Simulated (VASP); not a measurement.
# AlNi3 (Pm-3m) in VASP: further runs, part 2 of 2

VASP 6.6.1. The steps go on from the part before.

## 5. Relaxation of cell and atoms, revPBE+D3(BJ), collinear spin, ferromagnetic start

This run uses another cell than the first one, of 10.93 Å³/atom.

File INCAR:

```
PREC = Accurate
ENCUT = 600
EDIFF = 1E-6
ISMEAR = -1
SIGMA = 0.05
LREAL = F
LASPH = T
NELM = 150
ALGO = Normal
ISIF = 3
LWAVE = F
LCHARG = F
ISPIN = 2
MAGMOM = 1 1 1 0
LORBIT = 11
LMAXMIX = 4
GGA = RE
IVDW = 12
IBRION = 2
NSW = 60
EDIFFG = -0.01
```

File KPOINTS:

```
regular mesh
0
Gamma
  8 8 8
```

File POSCAR:

```
AlNi3
1.0
    3.5230547267      0.0000000000      0.0000000000
    0.0000000000      3.5230547267      0.0000000000
    0.0000000000      0.0000000000      3.5230547267
Ni Al
3 1
Direct
    0.5000000000      0.5000000000      0.0000000000
    0.5000000000      0.0000000000      0.5000000000
    0.0000000000      0.5000000000      0.5000000000
    0.0000000000      0.0000000000      0.0000000000
```

On the command line:

```bash
cat potpaw_PBE.64/Ni/POTCAR potpaw_PBE.64/Al/POTCAR > POTCAR
mpirun -np 1 vasp_std > vasp.out
```

Wall time 96 s (1 thread of AMD EPYC 9R45 (Zen 5), shared host); peak memory 0.19 GiB.

Results (log left out):

| Quantity | Value |
| --- | --- |
| Free energy | -24.0085 eV |
| Relaxed volume | 10.77 Å³/atom |
| Relaxed cell | a = 3.505 Å, b = 3.505 Å, c = 3.505 Å, α = 90.00°, β = 90.00°, γ = 90.00° |
| Space group after relaxing (to 0.1 Å) | Pm-3m (No. 221) |
| Energy gained by relaxing | 1.6 meV/atom |
| Ionic steps | 3 |
| Pressure after relaxing | 0.1 GPa |
| Net moment | 0.67 μB per cell |
| Site moments | Ni +0.24; Al -0.01 μB |
| Valence electrons inside the program's atomic spheres | Ni 9.47; Al 0.83 |
| Dispersion energy per atom | -0.924 eV |

Step by step:
```
step  energy change (eV)  largest force (eV/Å)  pressure (GPa)  volume (Å³)
   1              0.0000                0.0000           -3.00        43.73
   2             -0.0003                0.0000            3.26        42.45
   3             -0.0062                0.0000            0.07        43.06
```

Final structure:
```xyz
4
Lattice="3.5051 0.0000 0.0000 0.0000 3.5051 0.0000 0.0000 0.0000 3.5051" Properties=species:S:1:pos:R:3 pbc="T T T"
Ni    1.7526    1.7526    0.0000
Ni    1.7526    0.0000    1.7526
Ni    0.0000    1.7526    1.7526
Al    0.0000    0.0000    0.0000
```

Levels at points of the mesh, in eV from the Fermi level:
Spin up:
```
           k point  band 14  band 15  band 16  band 17  band 18  band 19  band 20  band 21
(0.00, 0.00, 0.00)    -0.06    -0.06    -0.06     0.88     0.88     0.88     6.80     6.80
(0.50, 0.00, 0.00)    -1.23    -1.09    -0.52    -0.06     5.73     5.73     5.74     5.74
(0.50, 0.50, 0.00)    -1.25    -1.02    -1.01    -0.61     0.91     0.91     8.38     8.38
(0.50, 0.50, 0.50)    -1.12    -1.12    -0.25    -0.25    -0.25    -0.24     3.70     4.25
```
Spin down:
```
           k point  band 12  band 13  band 14  band 15  band 16  band 17  band 18  band 19  band 20  band 21
(0.00, 0.00, 0.00)    -0.42     0.01     0.36     0.36     0.36     0.85     0.85     0.85     6.89     6.89
(0.50, 0.00, 0.00)    -1.09    -0.98    -0.98    -0.87    -0.34     0.36     5.78     5.78     5.79     5.79
(0.50, 0.50, 0.00)    -1.20    -1.20    -1.15    -0.83    -0.62    -0.48     1.19     1.19     8.42     8.42
(0.50, 0.50, 0.50)    -1.23    -1.23    -0.95    -0.95    -0.26     0.12     0.12     0.12     3.79     4.45
```

Caveat: the PAW data sets were made with another functional, which shifts forces and pressure a little.

## 6. Single point, revPBE, collinear spin, ferromagnetic start

This run uses another cell than the first one, of 10.93 Å³/atom.

File INCAR:

```
SYSTEM = AlNi3
ALGO = Fast ; EDIFF = 1E-6
ENCUT = 520 ; GGA = RE
ISIF = 2 ; ISMEAR = -1
ISPIN = 2 ; LASPH = .True.
LCHARG = .False. ; LMAXMIX = 4
LORBIT = 11 ; LREAL = .False.
LWAVE = .False. ; MAGMOM = 1 1 1 0
NBANDS = 28 ; NELM = 150
PREC = Accurate ; SIGMA = 0.05
```

File KPOINTS:

```
k-points
0
Gamma
  8 8 8
  0 0 0
```

POSCAR is that of step 5.

Potentials or basis: VASP PAW PBE potentials, release 64 (Ni, Al).

On the command line:

```bash
cat potpaw_PBE.64/Ni/POTCAR potpaw_PBE.64/Al/POTCAR > POTCAR
mpirun -np 1 vasp_std > vasp.out
```

OUTCAR:

```text
SYSTEM = AlNi3
   EDIFF = 1E-6
   ENCUT = 520
   GGA = RE
   ISIF = 2
   ISMEAR = -1
   ISPIN = 2
   LASPH = .True.
   LORBIT = 11
   LREAL = .False.
   NELM = 150
   PREC = Accurate

 ion  position               nearest neighbor table
   1  0.500  0.500  0.000-   2 2.49   3 2.49   4 2.49   2 2.49   3 2.49   2 2.49   4 2.49   2 2.49
                             3 2.49   4 2.49   3 2.49   4 2.49
   2  0.500  0.000  0.500-   1 2.49   3 2.49   4 2.49   1 2.49   4 2.49   1 2.49   3 2.49   1 2.49
                             3 2.49   4 2.49   4 2.49   3 2.49
   3  0.000  0.500  0.500-   1 2.49   2 2.49   4 2.49   1 2.49   4 2.49   2 2.49   4 2.49   4 2.49
                             1 2.49   2 2.49   1 2.49   2 2.49
   4  0.000  0.000  0.000-   1 2.49   2 2.49   3 2.49   2 2.49   3 2.49   1 2.49   3 2.49   3 2.49
                             1 2.49   2 2.49   2 2.49   1 2.49

  LATTYP: Found a simple cubic cell.
 ALAT       =     3.5230547267

  Lattice vectors:

 A1 = (   3.5230547267,   0.0000000000,   0.0000000000)
 A2 = (   0.0000000000,   3.5230547267,   0.0000000000)
 A3 = (   0.0000000000,   0.0000000000,   3.5230547267)

Analysis of symmetry for initial positions (statically):
=====================================================================
 Subroutine PRICEL returns:
 Original cell was already a primitive cell.

 Routine SETGRP: Setting up the symmetry group for a
 simple cubic supercell.

 Subroutine GETGRP returns: Found 48 space group operations
 (whereof 48 operations were pure point group operations)
 out of a pool of 48 trial point group operations.

The static configuration has the point symmetry O_h .

Analysis of symmetry for dynamics (positions and initial velocities):
=====================================================================
 Subroutine PRICEL returns:
 Original cell was already a primitive cell.

 Routine SETGRP: Setting up the symmetry group for a
 simple cubic supercell.

 Subroutine GETGRP returns: Found 48 space group operations
 (whereof 48 operations were pure point group operations)
 out of a pool of 48 trial point group operations.

The dynamic configuration has the point symmetry O_h .

[... 169 lines left out ...]
 fundamental gap:      0.0113558346
 Fermi energy:        10.0315646879

 spin component 1

 k-point     1 :       0.0000    0.0000    0.0000
  band No.  band energies     occupation
      1      -0.1342      1.00000
      2       5.5541      1.00000
      3       6.2368      1.00000
      4       6.2368      1.00000
      5       6.6075      1.00000
      6       6.6075      1.00000
[... 733 lines left out ...]
     27      25.0884      0.00000
     28      25.3630      0.00000

 [... further k-points ...]

 spin component 2

 k-point     1 :       0.0000    0.0000    0.0000
  band No.  band energies     occupation
      1      -0.1672      1.00000
      2       5.6281      1.00000
      3       6.3836      1.00000
      4       6.3836      1.00000
      5       6.8859      1.00000
      6       6.8859      1.00000
[... 733 lines left out ...]
     27      25.0601      0.00000
     28      25.3835      0.00000

 [... further k-points ...]

------------------------ aborting loop because EDIFF is reached ----------------------------------------

  FORCE on cell =-STRESS in cart. coord.  units (eV):
  Direction    XX          YY          ZZ          XY          YZ          ZX
  --------------------------------------------------------------------------------------
  -------------------------------------------------------------------------------------
  Total        2.9955348      2.9955348      2.9955348      0.0000000      0.0000000     -0.0000000
  in kB      109.7556250    109.7556250    109.7556250      0.0000000      0.0000000     -0.0000000
  external PRESSURE =     109.7556250 kB  Pullay stress =       0.0000000 kB

 VOLUME and BASIS-vectors are now :
 -----------------------------------------------------------------------------
  energy-cutoff  :      520.00
  volume of cell :       43.73
      direct lattice vectors                 reciprocal lattice vectors
     3.523054727  0.000000000  0.000000000     0.283844583  0.000000000  0.000000000
     0.000000000  3.523054727  0.000000000     0.000000000  0.283844583  0.000000000
     0.000000000  0.000000000  3.523054727     0.000000000  0.000000000  0.283844583

 POSITION                                       TOTAL-FORCE (eV/Angst)
 -----------------------------------------------------------------------------------
      1.76153      1.76153      0.00000         0.000000      0.000000      0.000000
      1.76153      0.00000      1.76153         0.000000      0.000000      0.000000
      0.00000      1.76153      1.76153         0.000000      0.000000      0.000000
      0.00000      0.00000      0.00000         0.000000      0.000000      0.000000
 -----------------------------------------------------------------------------------
    total drift:                                0.000000      0.000000      0.000000

  FREE ENERGIE OF THE ION-ELECTRON SYSTEM (eV)
  ---------------------------------------------------
  free  energy   TOTEN  =       -20.3678657791 eV

  energy  without entropy=      -20.3386835250  energy(sigma->0) =      -20.35327465

 total charge

# of ion       s       p       d       tot
------------------------------------------
    1        0.506   0.545   8.391   9.443
    2        0.506   0.545   8.391   9.443
    3        0.506   0.545   8.391   9.443
    4        0.415   0.406   0.000   0.822
--------------------------------------------------
tot          1.933   2.042  25.174  29.149

 magnetization (x)

# of ion       s       p       d       tot
------------------------------------------
    1       -0.003  -0.010   0.256   0.244
    2       -0.003  -0.010   0.256   0.244
    3       -0.003  -0.010   0.256   0.244
    4       -0.001  -0.008   0.000  -0.008
--------------------------------------------------
tot         -0.010  -0.037   0.769   0.722
```

OSZICAR:

```text
N       E                     dE             d eps       ncg     rms          rms(c)
DAV:   1     0.195911185928E+03    0.19591E+03   -0.14125E+04  4016   0.154E+03
DAV:   2    -0.115614683987E+02   -0.20747E+03   -0.19201E+03  3932   0.293E+02
DAV:   3    -0.239435525042E+02   -0.12382E+02   -0.11615E+02  4368   0.891E+01
DAV:   4    -0.241706705406E+02   -0.22712E+00   -0.22674E+00  4600   0.116E+01
DAV:   5    -0.241789249950E+02   -0.82545E-02   -0.82536E-02  4664   0.196E+00    0.202E+01
RMM:   6    -0.249347527405E+02   -0.75583E+00   -0.31065E+01  4459   0.570E+01    0.213E+01
RMM:   7    -0.204381977930E+02    0.44966E+01   -0.87704E+00  4233   0.305E+01    0.375E+00
RMM:   8    -0.203795395479E+02    0.58658E-01   -0.50130E-02  4315   0.170E+00    0.102E+00
RMM:   9    -0.203703266314E+02    0.92129E-02   -0.15767E-02  4443   0.880E-01    0.863E-01
RMM:  10    -0.203682077969E+02    0.21188E-02   -0.46620E-03  5137   0.491E-01    0.288E-01
RMM:  11    -0.203678359064E+02    0.37189E-03   -0.15476E-03  5041   0.261E-01    0.128E-01
RMM:  12    -0.203678515693E+02   -0.15663E-04   -0.42513E-04  5310   0.117E-01    0.519E-02
RMM:  13    -0.203678627413E+02   -0.11172E-04   -0.10966E-04  5396   0.581E-02    0.319E-02
RMM:  14    -0.203678656204E+02   -0.28791E-05   -0.14058E-05  4991   0.201E-02    0.112E-02
RMM:  15    -0.203678657791E+02   -0.15872E-06   -0.22587E-06  2995   0.978E-03
   1 F= -.20367866E+02 E0= -.20353275E+02  d E =-.291823E-01  mag=     0.6851
```

stdout:

```text
POSCAR found type information on POSCAR NiAl
 POSCAR found :  2 types and       4 ions
 scaLAPACK will be used
 -----------------------------------------------------------------------------
|                                                                             |
|                                                                             |
|     You enforced a specific xc type in the INCAR file but a different       |
|     I HOPE YOU KNOW WHAT YOU ARE DOING!                                     |
|                                                                             |
 -----------------------------------------------------------------------------

 LDA part: xc-table for (Slater+PW92), standard interpolation
 POSCAR, INCAR and KPOINTS ok, starting setup
 FFT: planning ... GRIDC
 FFT: planning ... GRID_SOFT
 FFT: planning ... GRID
 WAVECAR not read
 entering main loop
WARNING in EDDRMM: call to ZHEGV failed, returncode =   8  4     27
```

It took 53 s on 1 thread of Intel Xeon 6975P-C (Granite Rapids), shared host; peak memory 0.2 GiB.

What came out:

| Item | Value |
| --- | --- |
| Free energy | -20.3679 eV |
| Pressure | 11.0 GPa |
| Net moment | 0.69 μB per cell |
| Site moments | Ni +0.24; Al -0.01 μB |
| Valence electrons inside the program's atomic spheres | Ni 9.44; Al 0.82 |

Levels at points of the mesh, in eV from the Fermi level:
Spin up:
| k point | band 14 | band 15 | band 16 | band 17 | band 18 | band 19 | band 20 | band 21 |
| --- | --- | --- | --- | --- | --- | --- | --- | --- |
| (0.00, 0.00, 0.00) | -0.07 | -0.07 | -0.07 | 0.88 | 0.88 | 0.88 | 6.71 | 6.71 |
| (0.50, 0.00, 0.00) | -1.20 | -1.08 | -0.52 | -0.07 | 5.65 | 5.65 | 5.68 | 5.68 |
| (0.50, 0.50, 0.00) | -1.23 | -1.01 | -0.99 | -0.60 | 0.88 | 0.88 | 8.30 | 8.30 |
| (0.50, 0.50, 0.50) | -1.10 | -1.10 | -0.25 | -0.25 | -0.25 | -0.21 | 3.60 | 4.17 |
Spin down:
```tsv
k point	band 12	band 13	band 14	band 15	band 16	band 17	band 18	band 19	band 20	band 21
(0.00, 0.00, 0.00)	-0.41	0.01	0.36	0.36	0.36	0.84	0.84	0.84	6.80	6.80
(0.50, 0.00, 0.00)	-1.07	-0.96	-0.96	-0.85	-0.34	0.36	5.70	5.70	5.73	5.73
(0.50, 0.50, 0.00)	-1.18	-1.18	-1.12	-0.81	-0.61	-0.47	1.16	1.16	8.34	8.34
(0.50, 0.50, 0.50)	-1.20	-1.20	-0.93	-0.93	-0.24	0.11	0.11	0.11	3.68	4.37
```

Caveat: the cell stands under pressure; the PAW data sets were made with another functional, which shifts forces and pressure a little.

## 7. The runs side by side

| task | level | cell | cutoff (eV) | gap on the mesh (eV) | pressure (GPa) | moment (μB) |
| --- | --- | --- | --- | --- | --- | --- |
| single point | revPBE+D3(BJ) | a = 3.506 Å, 4 atoms | 520 | none | 0.1 | 0.67 |
| single point | BLYP+D3(BJ) | a = 3.512 Å, 4 atoms | 520 | none | 0.3 | 0.59 |
| single point | revPBE+D4 | a = 3.520 Å, 4 atoms | 520 | none | 0.0 | 0.68 |
| relaxation of cell and atoms | revPBE+D3(BJ) | relaxed from a = 3.523 Å, 4 atoms | 600 | none | 0.1 | 0.67 |
| single point | revPBE | a = 3.523 Å, 4 atoms | 520 | none | 11.0 | 0.69 |

Alike in all rows: potentials or basis VASP PAW PBE potentials, release 64 (Ni, Al); spin collinear, ferromagnetic start; k mesh 8 × 8 × 8; smearing fermi-dirac 0.05 eV.

Caveats: the PAW data sets were made with another functional, which shifts forces and pressure a little; the cell stands under pressure (at least some runs).

Absolute energies hang on the potentials; compare differences alone.
